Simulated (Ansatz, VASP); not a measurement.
Sn in VASP and in Ansatz

```
CELL_PARAMETERS angstrom
-1.89465 1.89465 1.96570
1.89465 -1.89465 1.96570
1.89465 1.89465 -1.96570
ATOMIC_POSITIONS crystal
Sn 0.00000 0.00000 0.00000
```

Change from the starting cell: strain +0.0375 x Voigt [0, 0, 1, 0, 0, 0], atoms carried along.

Alike in both runs: task single point; functional PBEsol; dispersion D3(BJ); k mesh 18 × 18 × 18; occupations gaussian, width 0.15 eV; no spin polarisation.

```csv
,VASP,Ansatz
version,VASP 6.6.1,Ansatz 0.2.0
potentials or method,"VASP PAW PBE potentials, release 64 (Sn_d), cutoff 520 eV","scalar-relativistic, plane waves, PAW"
valence electrons in the cell,14,14
```

|  | VASP | Ansatz | Ansatz less VASP |
| --- | --- | --- | --- |
| gap on the k mesh at the Fermi level (eV) | none | none | - |
| pressure (GPa) | -5.7 | -5.7 | -0.02 |
| traceless stress, the component that is largest in VASP (GPa) | 0.44 | 0.44 | +0.001 |

VASP's potentials were made for PBE, not for PBEsol. A gap of «none» marks a metal or a gap that the smearing closes.
